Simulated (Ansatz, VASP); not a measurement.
## One calculation of Rh, two programs

```
CELL_PARAMETERS angstrom
4.33582 0.00000 0.00000
-2.16791 3.75493 0.00000
0.00000 0.00000 2.66115
ATOMIC_POSITIONS crystal
Rh 0.00000 0.00000 0.00000
Rh 0.33333 0.66667 0.50000
Rh 0.66667 0.33333 0.50000
```

Alike in both runs: functional PBE; k mesh 9 × 9 × 12; occupations fermi-dirac, width 0.05 eV; collinear spin.

Ansatz relaxed the structure, and its values are those at the end. VASP's run is a single point on that final structure, the one shown.

```csv
,VASP,Ansatz
version,VASP 6.6.1,Ansatz 0.2.0
potentials or method,"VASP PAW PBE potentials, release 64 (Rh_pv), cutoff 520 eV","plane waves (420 eV) with PAW, scalar-relativistic"
valence electrons in the cell,45,51
```

|  | VASP | Ansatz | Ansatz less VASP |
| --- | --- | --- | --- |
| pressure (GPa) | 0.0 | 0.0 | -0.05 |
| net moment per atom (μB) | 0.00 | 0.00 | 0.000 |

VASP's potentials hold 45 valence electrons a cell and Ansatz's 51, so a difference there can come from the potentials and not from the codes. Ansatz's warnings: seeded moment not kept.
